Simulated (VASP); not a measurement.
# Sr (Fm-3m) in VASP: further runs

The runs below take Sr through single point, with LDA.

Program: VASP 6.6.1. These are calculated values, not measurements. Logs are shortened: lines on timing, memory, paths and dates and some standing lists are left out, and cuts for length are marked.

## (1) The cell of the first run

It takes space group Fm-3m (No. 225, cubic). The conventional cell has a = 4.268 Å, b = 4.268 Å, c = 4.268 Å, α = 90.00°, β = 90.00°, γ = 90.00°. Within 4.0 Å of Sr (site symmetry m-3m) lie 12 Sr at 3.02 Å.

## (2) Single point, LDA (19.44 Å³/atom)

File POSCAR:

```
Sr
1.0
    0.0000000000      2.1340242794      2.1340242794
    2.1340242794      0.0000000000      2.1340242794
    2.1340242794      2.1340242794      0.0000000000
Sr
1
Direct
    0.0000000000      0.0000000000      0.0000000000
```

File INCAR.step1:

```
SYSTEM = Sr
  ALGO = Normal
  EDIFF = 1E-7
  ENCUT = 520
  ISIF = 2
  ISMEAR = -1
  LASPH = .TRUE.
  LCHARG = .TRUE.
  LREAL = .FALSE.
  LWAVE = .FALSE.
  NBANDS = 11
  NELM = 80
  PREC = Accurate
  SIGMA = 0.05
```

File KPOINTS.step1:

```
k-points
0
G
  13 13 13
  0 0 0
```

File INCAR.step2:

```
SYSTEM = Sr
  ALGO = Normal
  EDIFF = 1E-7
  ENCUT = 520
  ICHARG = 11
  ISIF = 2
  ISMEAR = -5
  LASPH = .TRUE.
  LCHARG = .FALSE.
  LORBIT = 10
  LREAL = .FALSE.
  LWAVE = .FALSE.
  NBANDS = 11
  NEDOS = 2001
  NELM = 80
  PREC = Accurate
  SIGMA = 0.05
```

File KPOINTS.step2:

```
k-points
0
G
  20 20 20
  0 0 0
```

Potentials or basis: VASP PAW LDA potentials, release 64 (Sr_sv).

Run with:

```bash
$ cat potpaw_LDA.64/Sr_sv/POTCAR > POTCAR
$ cp INCAR.step1 INCAR
$ cp KPOINTS.step1 KPOINTS
$ mpirun -np 1 vasp_std > vasp.out
$ cp INCAR.step2 INCAR
$ cp KPOINTS.step2 KPOINTS
$ mpirun -np 1 vasp_std > vasp.out
```

OUTCAR:

```text
SYSTEM = Sr
   EDIFF = 1E-7
   ENCUT = 520
   ICHARG = 11
   ISIF = 2
   ISMEAR = -5
   LASPH = .TRUE.
   LORBIT = 10
   LREAL = .FALSE.
   NELM = 80
   PREC = Accurate

 ion  position               nearest neighbor table
   1  0.000  0.000  0.000-

  LATTYP: Found a face centered cubic cell.
 ALAT       =     4.2680485588

  Lattice vectors:

 A1 = (   0.0000000000,   2.1340242794,   2.1340242794)
 A2 = (   2.1340242794,   0.0000000000,   2.1340242794)
 A3 = (   2.1340242794,   2.1340242794,   0.0000000000)

Analysis of symmetry for initial positions (statically):
=====================================================================
 Subroutine PRICEL returns:
 Original cell was already a primitive cell.

 Routine SETGRP: Setting up the symmetry group for a
 face centered cubic supercell.

 Subroutine GETGRP returns: Found 48 space group operations
 (whereof 48 operations were pure point group operations)
 out of a pool of 48 trial point group operations.

The static configuration has the point symmetry O_h .

Analysis of symmetry for dynamics (positions and initial velocities):
=====================================================================
 Subroutine PRICEL returns:
 Original cell was already a primitive cell.

 Routine SETGRP: Setting up the symmetry group for a
 face centered cubic supercell.

 Subroutine GETGRP returns: Found 48 space group operations
 (whereof 48 operations were pure point group operations)
 out of a pool of 48 trial point group operations.

The dynamic configuration has the point symmetry O_h .

 Subroutine INISYM returns: Found 48 space group operations
 (whereof 48 operations are pure point group operations),
 and found     1 'primitive' translations

----------------------------------------------------------------------------------------

                                     Primitive cell

  volume of cell :      19.4369

  direct lattice vectors                    reciprocal lattice vectors
     0.000000000  2.134024279  2.134024279    -0.234299115  0.234299115  0.234299115
     2.134024279  0.000000000  2.134024279     0.234299115 -0.234299115  0.234299115
     2.134024279  2.134024279  0.000000000     0.234299115  0.234299115 -0.234299115

  length of vectors
     3.017966078  3.017966078  3.017966078     0.405817971  0.405817971  0.405817971

  position of ions in fractional coordinates (direct lattice)
     0.000000000  0.000000000  0.000000000

  ion indices of the primitive-cell ions
   primitive index   ion index
                 1           1

----------------------------------------------------------------------------------------

 KPOINTS: k-points

Automatic generation of k-mesh.
 Grid dimensions read from file:
 generate k-points for:   20   20   20

 Generating k-lattice:

  Cartesian coordinates                     Fractional coordinates (reciprocal lattice)
    -0.011714956  0.011714956  0.011714956     0.050000000  0.000000000  0.000000000
     0.011714956 -0.011714956  0.011714956     0.000000000  0.050000000  0.000000000
     0.011714956  0.011714956 -0.011714956     0.000000000  0.000000000  0.050000000

  Length of vectors
     0.020290899  0.020290899  0.020290899

  Shift w.r.t. Gamma in fractional coordinates (k-lattice)
     0.000000000  0.000000000  0.000000000

 TETIRR: Found   1093 inequivalent tetrahedra from    48000

 Subroutine IBZKPT returns following result:
 ===========================================

 Found    256 irreducible k-points:

 Following reciprocal coordinates:
            Coordinates               Weight
  0.000000  0.000000  0.000000      1.000000
  0.050000  0.000000  0.000000      8.000000
  0.100000  0.000000  0.000000      8.000000
  0.150000  0.000000  0.000000      8.000000
  0.200000  0.000000  0.000000      8.000000
  0.250000  0.000000  0.000000      8.000000
[... 16 lines left out ...]
 -0.400000  0.050000  0.000000     24.000000
 -0.350000  0.050000  0.000000     24.000000
 [... further k-points ...]
   k-points           NKPTS =    256   k-points in BZ     NKDIM =    256   number of bands    NBANDS=     11
   number of dos      NEDOS =   2001   number of ions     NIONS =      1
   total plane-waves  NPLWV =  13824
   dimension x,y,z NGX =    24 NGY =   24 NGZ =   24
   dimension x,y,z NGXF=    48 NGYF=   48 NGZF=   48
   ions per type =               1
   NGX,Y,Z   is equivalent  to a cutoff of  13.22, 13.22, 13.22 a.u.
   NGXF,Y,Z  is equivalent  to a cutoff of  26.44, 26.44, 26.44 a.u.
 SYSTEM =  Sr
   PREC   = accura    normal or accurate (medium, high low for compatibility)
   ISTART =      0    job   : 0-new  1-cont  2-samecut
   ICHARG =     11    charge: 1-file 2-atom 10-const
   ISPIN  =      1    spin polarized calculation?
   LNONCOLLINEAR =      F non collinear calculations
   LSORBIT =      F    spin-orbit coupling
   LASPH  =      T    aspherical Exc in radial PAW
   ENCUT  =  520.0 eV  38.22 Ry    6.18 a.u.   5.61  5.61  5.61*2*pi/ulx,y,z
   NELM   =     80;   NELMIN=  2; NELMDL=  0     # of ELM steps
   EDIFF  = 0.1E-06   stopping-criterion for ELM
   LREAL  =      F    real-space projection
   EDIFFG = 0.1E-05   stopping-criterion for IOM
   NSW    =      0    number of steps for IOM
   IBRION =     -1    ionic relax: 0-MD 1-quasi-New 2-CG
   NFREE  =      0    steps in history (QN), initial steepest desc. (CG)
   ISIF   =      2    stress and relaxation
   ISYM   =      2    0-nonsym 1-usesym 2-fastsym
   POTIM  = 0.5000    time-step for ionic-motion
   TEBEG  =    0.0;   TEEND  =   0.0 temperature during run
   PSTRESS=    0.0 pullay stress
   NELECT =      10.0000    total number of electrons
   NUPDOWN=      -1.0000    fix difference up-down
   EMIN   =  10.00;   EMAX   =-10.00  energy-range for DOS
   EFERMI =   0.00;   METHOD = LEGACY
   ISMEAR =    -5;   SIGMA  =   0.05  broadening in eV -4-tet -1-fermi 0-gaus
   EFERMI_NEDOS =   21; number of points for ismear=-14 and -15
   IALGO  =     38    algorithm
   IMIX   =      4    mixing-type and parameters
     AMIX     =   0.40;   BMIX     =  1.00
     AMIX_MAG =   1.60;   BMIX_MAG =  1.00
  volume/ion in A,a.u.               =      19.44       131.17
  Fermi-wavevector in a.u.,A,eV,Ry     =   1.311794  2.478930 23.412935  1.720802
  Thomas-Fermi vector in A             =   2.442230
   LORBIT       =     10    0 simple, 1 ext, 2 COOP (PROOUT), +10 PAW based schemes
   GGA     = CA    functional components
   LHFCALC =     F    Hartree Fock is set to
   AEXX    =    0.0000 exact exchange contribution
   IVDW    =     0    specifies the selected vdW correction
   LEPSILON=     F    determine dielectric tensor
   LRPA    =     F    only Hartree local field effects (RPA)
 non-spin polarized calculation
 Fermi weights with tetrahedron method with Bloechl corrections
  energy-cutoff  :      520.00
  volume of cell :       19.44
 maximum number of plane-waves:       544

 number of electron      10.0000000 magnetization

 Free energy of the ion-electron system (eV)
  ---------------------------------------------------
  ext. energy  EPLUGINS =         0.00000000
  ---------------------------------------------------
  free energy    TOTEN  =         0.34195153 eV

  energy without entropy =        0.34195153  energy(sigma->0) =        0.34195153

 E-fermi :   6.5493     XC(G=0): -11.6406

 val. band max:        6.5790248467   @ k =  -0.4000   0.2500   0.1000
 cond. band min:       6.5174395358   @ k =  -0.4000   0.4500   0.1500
 fundamental gap:     -0.0615853110
 Fermi energy:         6.5492712466

 k-point     1 :       0.0000    0.0000    0.0000
  band No.  band energies     occupation
      1     -29.3300      2.00000
      2      -9.2303      2.00000
      3      -9.2303      2.00000
      4      -9.2303      2.00000
      5       3.4550      2.00000
      6       9.9350      0.00000
      7       9.9350      0.00000
      8       9.9350      0.00000
      9      14.1720      0.00000
     10      14.1720      0.00000
     11      17.7078      0.00000

 k-point     2 :       0.0500    0.0000    0.0000
  band No.  band energies     occupation
      1     -29.3108      2.00000
      2      -9.3517      2.00000
      3      -9.2425      2.00000
      4      -9.2425      2.00000
      5       3.5996      2.00000
      6       9.7901      0.00000
      7       9.9983      0.00000
      8       9.9983      0.00000
      9      14.0569      0.00000
     10      14.0569      0.00000
     11      18.0146      0.00000

 k-point     3 :       0.1000    0.0000    0.0000
  band No.  band energies     occupation
      1     -29.2544      2.00000
      2      -9.6920      2.00000
      3      -9.2776      2.00000
      4      -9.2776      2.00000
      5       3.9964      2.00000
      6       9.4446      0.00000
      7      10.1675      0.00000
      8      10.1675      0.00000
      9      13.7831      0.00000
     10      13.7831      0.00000
     11      18.8026      0.00000

 k-point     4 :       0.1500    0.0000    0.0000
  band No.  band energies     occupation
      1     -29.1650      2.00000
      2     -10.1915      2.00000
      3      -9.3315      2.00000
      4      -9.3315      2.00000
      5       4.5375      2.00000
      6       9.0916      0.00000
      7      10.3691      0.00000
      8      10.3691      0.00000
      9      13.5263      0.00000
     10      13.5263      0.00000
     11      19.4393      0.00000
[... 239 lines left out ...]
 k-point    22 :      -0.4500    0.0500    0.0000
  band No.  band energies     occupation
      1     -28.4573      2.00000
      2     -13.0973      2.00000
      3      -9.7834      2.00000
      4      -9.6935      2.00000
      5       5.0706      2.00000
      6       9.2291      0.00000
      7       9.5563      0.00000
      8      11.9375      0.00000
      9      17.0616      0.00000
     10      17.3279      0.00000
     11      18.4535      0.00000

 k-point    23 :      -0.4000    0.0500    0.0000
  band No.  band energies     occupation
      1     -28.5112      2.00000
      2     -12.9116      2.00000
      3      -9.7761      2.00000
      4      -9.6510      2.00000
      5       5.1553      2.00000
      6       9.3752      0.00000
      7       9.6460      0.00000
      8      11.5009      0.00000
      9      16.2007      0.00000
     10      17.1177      0.00000
     11      18.1088      0.00000

 k-point    24 :      -0.3500    0.0500    0.0000
  band No.  band energies     occupation
      1     -28.6041      2.00000
      2     -12.5805      2.00000
      3      -9.7459      2.00000
      4      -9.5923      2.00000
      5       5.2923      2.00000
      6       9.6090      0.00000
      7       9.8295      0.00000
      8      10.7813      0.00000
      9      15.1935      0.00000
     10      16.5054      0.00000
     11      17.9101      0.00000

 [... further k-points ...]

------------------------ aborting loop because EDIFF is reached ----------------------------------------

  FORCE on cell =-STRESS in cart. coord.  units (eV):
  Direction    XX          YY          ZZ          XY          YZ          ZX
  --------------------------------------------------------------------------------------
  -------------------------------------------------------------------------------------
  Total        5.3797348      5.3797348      5.3797348      0.0000000      0.0000000      0.0000000
  in kB      443.4487030    443.4487030    443.4487030      0.0000000      0.0000000      0.0000000
  external PRESSURE =     443.4487030 kB  Pullay stress =       0.0000000 kB

 VOLUME and BASIS-vectors are now :
 -----------------------------------------------------------------------------
  energy-cutoff  :      520.00
  volume of cell :       19.44
      direct lattice vectors                 reciprocal lattice vectors
     0.000000000  2.134024279  2.134024279    -0.234299115  0.234299115  0.234299115
     2.134024279  0.000000000  2.134024279     0.234299115 -0.234299115  0.234299115
     2.134024279  2.134024279  0.000000000     0.234299115  0.234299115 -0.234299115

 POSITION                                       TOTAL-FORCE (eV/Angst)
 -----------------------------------------------------------------------------------
      0.00000      0.00000      0.00000         0.000000      0.000000      0.000000
 -----------------------------------------------------------------------------------
    total drift:                               -0.000000     -0.000000     -0.000000

  FREE ENERGIE OF THE ION-ELECTRON SYSTEM (eV)
  ---------------------------------------------------
  free  energy   TOTEN  =         0.3419515281 eV

  energy  without entropy=        0.3419515281  energy(sigma->0) =        0.34195153

 total charge

# of ion       s       p       d       tot
------------------------------------------
    1        2.127   5.666   0.781   8.574
```

Wall time 56 s (1 thread of Intel Xeon 8259CL, shared host); peak memory 0.17 GiB.

What came out:

- Valence electrons inside the program's atomic spheres: Sr 8.57

Levels at points of the mesh, in eV from the Fermi level:
| k point | band 3 | band 4 | band 5 | band 6 | band 7 | band 8 |
| --- | --- | --- | --- | --- | --- | --- |
| (0.00, 0.00, 0.00) | -15.78 | -15.78 | -3.09 | 3.39 | 3.39 | 3.39 |
| (0.50, 0.00, 0.00) | -16.24 | -16.24 | -1.63 | 2.90 | 2.90 | 5.49 |
| (0.50, 0.50, 0.00) | -17.14 | -17.14 | -2.79 | -1.62 | 8.50 | 11.04 |

Caveat: tetrahedron occupations give inexact forces and stress in metals.

## (3) Single point, LDA (19.44 Å³/atom)

POSCAR is that of step 2.

File INCAR.step1:

```
SYSTEM = Sr
PREC = Accurate ; ENCUT = 520
EDIFF = 1E-6 ; ISMEAR = -1
SIGMA = 0.05 ; LREAL = .FALSE.
LASPH = .TRUE. ; NELM = 60
ALGO = Normal ; ISIF = 2
LWAVE = .FALSE. ; LCHARG = .TRUE.
GGA = CA ; NBANDS = 11
```

File KPOINTS.step1:

```
regular mesh
0
G
  13 13 13
  0 0 0
```

File INCAR.step2:

```
SYSTEM = Sr
PREC = Accurate ; ENCUT = 520
EDIFF = 1E-6 ; ISMEAR = -5
SIGMA = 0.05 ; LREAL = .FALSE.
LASPH = .TRUE. ; NELM = 60
ALGO = Normal ; ISIF = 2
LWAVE = .FALSE. ; LCHARG = .FALSE.
GGA = CA ; LORBIT = 10
NEDOS = 1001 ; ICHARG = 11
```

File KPOINTS.step2:

```
regular mesh
0
G
  20 20 20
  0 0 0
```

Potentials or basis: VASP PAW LDA potentials, release 64 (Sr_sv).

Run with:

```bash
$ cat potpaw_LDA.64/Sr_sv/POTCAR > POTCAR
$ cp INCAR.step1 INCAR
$ cp KPOINTS.step1 KPOINTS
$ mpirun -np 1 vasp_std > vasp.out
$ cp INCAR.step2 INCAR
$ cp KPOINTS.step2 KPOINTS
$ mpirun -np 1 vasp_std > vasp.out
```

OUTCAR:

```text
SYSTEM = Sr
   PREC = Accurate
   ENCUT = 520
   EDIFF = 1E-6
   ISMEAR = -5
   LREAL = .FALSE.
   LASPH = .TRUE.
   NELM = 60
   ISIF = 2
   GGA = CA
   LORBIT = 10
   ICHARG = 11

 ion  position               nearest neighbor table
   1  0.000  0.000  0.000-

  LATTYP: Found a face centered cubic cell.
 ALAT       =     4.2680485588

  Lattice vectors:

 A1 = (   0.0000000000,   2.1340242794,   2.1340242794)
 A2 = (   2.1340242794,   0.0000000000,   2.1340242794)
 A3 = (   2.1340242794,   2.1340242794,   0.0000000000)

Analysis of symmetry for initial positions (statically):
=====================================================================
 Subroutine PRICEL returns:
 Original cell was already a primitive cell.

 Routine SETGRP: Setting up the symmetry group for a
 face centered cubic supercell.

 Subroutine GETGRP returns: Found 48 space group operations
 (whereof 48 operations were pure point group operations)
 out of a pool of 48 trial point group operations.

[... 166 lines left out ...]
 Fermi energy:         6.5492564709

 k-point     1 :       0.0000    0.0000    0.0000
  band No.  band energies     occupation
      1     -29.3300      2.00000
      2      -9.2303      2.00000
      3      -9.2303      2.00000
      4      -9.2303      2.00000
      5       3.4550      2.00000
      6       9.9350      0.00000
      7       9.9350      0.00000
      8       9.9350      0.00000
      9      14.1719      0.00000
[... 265 lines left out ...]
 k-point    24 :      -0.3500    0.0500    0.0000
  band No.  band energies     occupation
      1     -28.6041      2.00000
      2     -12.5805      2.00000
      3      -9.7459      2.00000
      4      -9.5923      2.00000
      5       5.2923      2.00000
      6       9.6090      0.00000
      7       9.8295      0.00000
      8      10.7813      0.00000
      9      15.1934      0.00000

 [... further k-points ...]

------------------------ aborting loop because EDIFF is reached ----------------------------------------

  FORCE on cell =-STRESS in cart. coord.  units (eV):
  Direction    XX          YY          ZZ          XY          YZ          ZX
  --------------------------------------------------------------------------------------
  -------------------------------------------------------------------------------------
  Total        5.3796074      5.3796074      5.3796074      0.0000000      0.0000000     -0.0000000
  in kB      443.4381974    443.4381974    443.4381974      0.0000000      0.0000000     -0.0000000
  external PRESSURE =     443.4381974 kB  Pullay stress =       0.0000000 kB

 VOLUME and BASIS-vectors are now :
 -----------------------------------------------------------------------------
  energy-cutoff  :      520.00
  volume of cell :       19.44
      direct lattice vectors                 reciprocal lattice vectors
     0.000000000  2.134024279  2.134024279    -0.234299115  0.234299115  0.234299115
     2.134024279  0.000000000  2.134024279     0.234299115 -0.234299115  0.234299115
     2.134024279  2.134024279  0.000000000     0.234299115  0.234299115 -0.234299115

 POSITION                                       TOTAL-FORCE (eV/Angst)
 -----------------------------------------------------------------------------------
      0.00000      0.00000      0.00000         0.000000      0.000000      0.000000
 -----------------------------------------------------------------------------------
    total drift:                               -0.000000     -0.000000     -0.000000

  FREE ENERGIE OF THE ION-ELECTRON SYSTEM (eV)
  ---------------------------------------------------
  free  energy   TOTEN  =         0.3419515818 eV

  energy  without entropy=        0.3419515818  energy(sigma->0) =        0.34195158

 total charge

# of ion       s       p       d       tot
------------------------------------------
    1        2.127   5.666   0.781   8.574
```

OUTCAR.step1:

```text
SYSTEM = Sr
   PREC = Accurate
   ENCUT = 520
   EDIFF = 1E-6
   ISMEAR = -1
   LREAL = .FALSE.
[... 553 lines left out ...]
 -----------------------------------------------------------------------------------
      0.00000      0.00000      0.00000         0.000000      0.000000     -0.000000
 -----------------------------------------------------------------------------------
    total drift:                               -0.000000      0.000000     -0.000000

  FREE ENERGIE OF THE ION-ELECTRON SYSTEM (eV)
  ---------------------------------------------------
  free  energy   TOTEN  =         0.3387459704 eV

  energy  without entropy=        0.3469622332  energy(sigma->0) =        0.34285410
```

Wall time 39 s (1 thread of Intel Xeon 8259CL, shared host); peak memory 0.17 GiB.

Results:

```
Valence electrons inside the program's atomic spheres : Sr 8.57
```

Caveat: tetrahedron occupations give inexact forces and stress in metals.
